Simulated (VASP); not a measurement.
Input of a VASP 6.6.1 run:

The input INCAR:

```
ALGO = Normal
EDIFF = 1E-8
ENCUT = 520
GGA = CA
IBRION = 8
ISIF = 2
ISMEAR = -1
LASPH = True
LCHARG = False
LREAL = False
LWAVE = False
NBANDS = 16
NELM = 60
NSW = 1
PREC = Accurate
SIGMA = 0.05
```

File KPOINTS:

```
k-points
0
Gamma
  5 5 6
```

File POSCAR:

```
AlSn
1.0
    4.1981056157      0.0000000000      0.0000000000
   -2.0990528078      3.6356661109      0.0000000000
    0.0000000000      0.0000000000      3.3068470000
Sn Al
1 1
Direct
    0.3333333333      0.6666666667      0.5000000000
    0.0000000000      0.0000000000      0.0000000000
```

Potentials or basis: VASP PAW LDA potentials, release 64 (Sn_d, Al).

The run is started by

```sh
$ cat potpaw_LDA.64/Sn_d/POTCAR potpaw_LDA.64/Al/POTCAR > POTCAR
$ mpirun -np 1 vasp_std > vasp.out
```

(1) Estimate the highest phonon frequency at Γ.

Results:

(1) 206 cm⁻¹.

Caveat: the cell stands under pressure or tension, which shifts response properties.
